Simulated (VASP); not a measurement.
# KF (F-43m) in VASP: a series of runs

KF is run at these levels: PBE, HSE06; tasks: single point.

All numbers are computed with VASP 6.6.1; they aren't measurements. Logs are shortened: lines on timing, memory, paths and dates and some standing lists are left out, and cuts for length are marked.

## Step 1: The cell of the first run

The structure is cubic, space group F-43m (No. 216). Conventional cell: a = 5.871 Å, b = 5.871 Å, c = 5.871 Å, α = 90.00°, β = 90.00°, γ = 90.00°. K (site symmetry -43m) has 4 F at 2.54 Å within 3.4 Å. Within 3.4 Å of F (site symmetry -43m) lie 4 K at 2.54 Å.

## Step 2: Single point, PBE

The input, INCAR:

```
SYSTEM = KF
  ALGO = Normal
  EDIFF = 1E-7
  ENCUT = 520
  GGA = PE
  ISIF = 2
  ISMEAR = 0
  LASPH = .True.
  LCHARG = .False.
  LREAL = .False.
  LWAVE = .False.
  NBANDS = 15
  NELM = 100
  PREC = Accurate
  SIGMA = 0.01
```

The input, KPOINTS:

```
k-points
0
Gamma
  6 6 6
  0 0 0
```

The input, POSCAR:

```
KF
1.0
    0.0000000000      2.9354014086      2.9354014086
    2.9354014086      0.0000000000      2.9354014086
    2.9354014086      2.9354014086      0.0000000000
K F
1 1
Direct
    0.0000000000      0.0000000000      0.0000000000
    0.2500000000      0.2500000000      0.2500000000
```

Potentials or basis: VASP PAW PBE potentials, release 64 (K_sv, F).

On the command line:

```
$ cat potpaw_PBE.64/K_sv/POTCAR potpaw_PBE.64/F/POTCAR > POTCAR
$ mpirun -np 1 vasp_std > vasp.out
```

OUTCAR:

```text
SYSTEM = KF
   EDIFF = 1E-7
   ENCUT = 520
   GGA = PE
   ISIF = 2
   ISMEAR = 0
   LASPH = .True.
   LREAL = .False.
   NELM = 100
   PREC = Accurate

 ion  position               nearest neighbor table
   1  0.000  0.000  0.000-   2 2.54   2 2.54   2 2.54   2 2.54
   2  0.250  0.250  0.250-   1 2.54   1 2.54   1 2.54   1 2.54

  LATTYP: Found a face centered cubic cell.
 ALAT       =     5.8708028172

  Lattice vectors:

 A1 = (   0.0000000000,   2.9354014086,   2.9354014086)
 A2 = (   2.9354014086,   0.0000000000,   2.9354014086)
 A3 = (   2.9354014086,   2.9354014086,   0.0000000000)

Analysis of symmetry for initial positions (statically):
=====================================================================
 Subroutine PRICEL returns:
 Original cell was already a primitive cell.

 Routine SETGRP: Setting up the symmetry group for a
 face centered cubic supercell.

 Subroutine GETGRP returns: Found 24 space group operations
 (whereof 24 operations were pure point group operations)
 out of a pool of 48 trial point group operations.

The static configuration has the point symmetry T_d .

Analysis of symmetry for dynamics (positions and initial velocities):
=====================================================================
 Subroutine PRICEL returns:
 Original cell was already a primitive cell.

 Routine SETGRP: Setting up the symmetry group for a
 face centered cubic supercell.

 Subroutine GETGRP returns: Found 24 space group operations
 (whereof 24 operations were pure point group operations)
 out of a pool of 48 trial point group operations.

The dynamic configuration has the point symmetry T_d .

 Subroutine INISYM returns: Found 24 space group operations
 (whereof 24 operations are pure point group operations),
 and found     1 'primitive' translations

----------------------------------------------------------------------------------------

                                     Primitive cell

  volume of cell :      50.5863

  direct lattice vectors                    reciprocal lattice vectors
     0.000000000  2.935401409  2.935401409    -0.170334455  0.170334455  0.170334455
     2.935401409  0.000000000  2.935401409     0.170334455 -0.170334455  0.170334455
     2.935401409  2.935401409  0.000000000     0.170334455  0.170334455 -0.170334455

  length of vectors
     4.151284483  4.151284483  4.151284483     0.295027931  0.295027931  0.295027931

  position of ions in fractional coordinates (direct lattice)
     0.000000000  0.000000000  0.000000000
[... 79 lines left out ...]
   PSTRESS=    0.0 pullay stress
   NELECT =      16.0000    total number of electrons
   NUPDOWN=      -1.0000    fix difference up-down
   EMIN   =  10.00;   EMAX   =-10.00  energy-range for DOS
   EFERMI =   0.00;   METHOD = LEGACY
   ISMEAR =     0;   SIGMA  =   0.01  broadening in eV -4-tet -1-fermi 0-gaus
   EFERMI_NEDOS =   21; number of points for ismear=-14 and -15
   IALGO  =     38    algorithm
   IMIX   =      4    mixing-type and parameters
     AMIX     =   0.40;   BMIX     =  1.00
     AMIX_MAG =   1.60;   BMIX_MAG =  1.00
  volume/ion in A,a.u.               =      25.29       170.69
  Fermi-wavevector in a.u.,A,eV,Ry     =   1.115417  2.107833 16.927763  1.244155
  Thomas-Fermi vector in A             =   2.252022
   LORBIT       =      0    0 simple, 1 ext, 2 COOP (PROOUT), +10 PAW based schemes
   GGA     = PE    functional components
   LHFCALC =     F    Hartree Fock is set to
   AEXX    =    0.0000 exact exchange contribution
   IVDW    =     0    specifies the selected vdW correction
   LEPSILON=     F    determine dielectric tensor
   LRPA    =     F    only Hartree local field effects (RPA)
 non-spin polarized calculation
 Gauss-broadening in eV      SIGMA  =   0.01
  energy-cutoff  :      520.00
  volume of cell :       50.59
 maximum number of plane-waves:      1380
   NGX = 15   NGY = 15   NGZ = 15

 number of electron      15.9999996 magnetization

 Free energy of the ion-electron system (eV)
  ---------------------------------------------------
  ext. energy  EPLUGINS =         0.00000000
  ---------------------------------------------------
  free energy    TOTEN  =        -8.12131743 eV

  energy without entropy =       -8.12131743  energy(sigma->0) =       -8.12131743

 E-fermi :  -3.5216     XC(G=0):  -7.0168

 val. band max:       -3.6511808594   @ k =  -0.3333   0.5000   0.1667
 cond. band min:       1.5077058323   @ k =   0.0000   0.0000   0.0000
 fundamental gap:      5.1588866918
 Fermi energy:        -3.5216238755

 k-point     1 :       0.0000    0.0000    0.0000
  band No.  band energies     occupation
      1     -29.8403      2.00000
      2     -22.1792      2.00000
      3     -13.2450      2.00000
      4     -13.2450      2.00000
      5     -13.2450      2.00000
      6      -3.8600      2.00000
      7      -3.8600      2.00000
      8      -3.8600      2.00000
      9       1.5077      0.00000
     10       8.1073      0.00000
     11       8.1073      0.00000
     12       8.2476      0.00000
     13       8.2476      0.00000
     14       8.2476      0.00000
[... 257 lines left out ...]
      2     -22.2859      2.00000
      3     -13.4245      2.00000
      4     -13.3729      2.00000
      5     -13.2125      2.00000
      6      -3.9903      2.00000
      7      -3.7518      2.00000
      8      -3.6512      2.00000
      9       4.6261      0.00000
     10       4.9273      0.00000
     11       8.0872      0.00000
     12       8.4583      0.00000
     13       9.5567      0.00000
     14       9.8180      0.00000
     15      10.1846      0.00000

------------------------ aborting loop because EDIFF is reached ----------------------------------------

  FORCE on cell =-STRESS in cart. coord.  units (eV):
  Direction    XX          YY          ZZ          XY          YZ          ZX
  --------------------------------------------------------------------------------------
  -------------------------------------------------------------------------------------
  Total        0.2964618      0.2964618      0.2964618      0.0000000      0.0000000      0.0000000
  in kB        9.3895943      9.3895943      9.3895943      0.0000000      0.0000000      0.0000000
  external PRESSURE =       9.3895943 kB  Pullay stress =       0.0000000 kB

 VOLUME and BASIS-vectors are now :
 -----------------------------------------------------------------------------
  energy-cutoff  :      520.00
  volume of cell :       50.59
      direct lattice vectors                 reciprocal lattice vectors
     0.000000000  2.935401409  2.935401409    -0.170334455  0.170334455  0.170334455
     2.935401409  0.000000000  2.935401409     0.170334455 -0.170334455  0.170334455
     2.935401409  2.935401409  0.000000000     0.170334455  0.170334455 -0.170334455

 POSITION                                       TOTAL-FORCE (eV/Angst)
 -----------------------------------------------------------------------------------
      0.00000      0.00000      0.00000         0.000000      0.000000      0.000000
      1.46770      1.46770      1.46770        -0.000000     -0.000000     -0.000000
 -----------------------------------------------------------------------------------
    total drift:                               -0.000000     -0.000000     -0.000000

  FREE ENERGIE OF THE ION-ELECTRON SYSTEM (eV)
  ---------------------------------------------------
  free  energy   TOTEN  =        -8.1213174309 eV

  energy  without entropy=       -8.1213174309  energy(sigma->0) =       -8.12131743
```

Run time: 23 s. Hardware: 1 thread of Intel Xeon 8259CL, shared host; peak memory 0.17 GiB.

Results:

```yaml
Free_energy: -8.1213 eV
Pressure: 0.9 GPa
Band_gap_on_the_k_mesh: 5.16 eV (least direct gap 5.37 eV)
```

A k mesh can miss the band edges.

## Step 3: Single point, HSE06

POSCAR is that of step 2.

The input, INCAR.step1:

```
SYSTEM = KF
  PREC = Accurate
  ENCUT = 520
  EDIFF = 1E-5
  ISMEAR = 0
  SIGMA = 0.01
  LREAL = .False.
  LASPH = .True.
  NELM = 60
  ALGO = Normal
  ISIF = 2
  LWAVE = .True.
  LCHARG = .False.
  GGA = PE
  NBANDS = 15
```

The input, INCAR.step2:

```
SYSTEM = KF
  PREC = Accurate
  ENCUT = 520
  EDIFF = 1E-6
  ISMEAR = 0
  SIGMA = 0.01
  LREAL = .False.
  LASPH = .True.
  NELM = 60
  ALGO = Normal
  ISIF = 2
  LWAVE = .False.
  LCHARG = .False.
  GGA = PE
  LHFCALC = .True.
  HFSCREEN = 0.2079
  PRECFOCK = Normal
  ISTART = 1
  NBANDS = 15
```

The input, KPOINTS:

```
regular mesh
0
Gamma
  4 4 4
  0 0 0
```

Potentials or basis: VASP PAW PBE potentials, release 64 (K_sv, F).

On the command line:

```
$ cat potpaw_PBE.64/K_sv/POTCAR potpaw_PBE.64/F/POTCAR > POTCAR
$ cp INCAR.step1 INCAR
$ mpirun -np 1 vasp_std > vasp.out
$ cp INCAR.step2 INCAR
$ mpirun -np 1 vasp_std > vasp.out
```

Run time: 10 min. Hardware: 1 thread of Intel Xeon 8259CL, shared host; peak memory 0.28 GiB.

The run converged. Its results:

```yaml
Free_energy: -9.7753 eV
Pressure: 0.5 GPa
Band_gap_on_the_k_mesh: 7.03 eV (least direct gap 7.24 eV)
```

Levels at points of the mesh, in eV from the valence-band top:
```
           k point  band 6  band 7  band 8  band 9  band 10  band 11
(0.00, 0.00, 0.00)   -0.21   -0.21   -0.21    7.03    14.16    14.16
(0.50, 0.00, 0.00)   -0.27   -0.12   -0.12    9.93    11.17    13.15
(0.50, 0.50, 0.00)   -0.45    0.00    0.00   10.20    10.37    14.63
```

Caveat: the k points lie up to 0.46 Å⁻¹ apart; the PAW data sets were made with another functional, which shifts forces and pressure a little. A k mesh can miss the band edges.
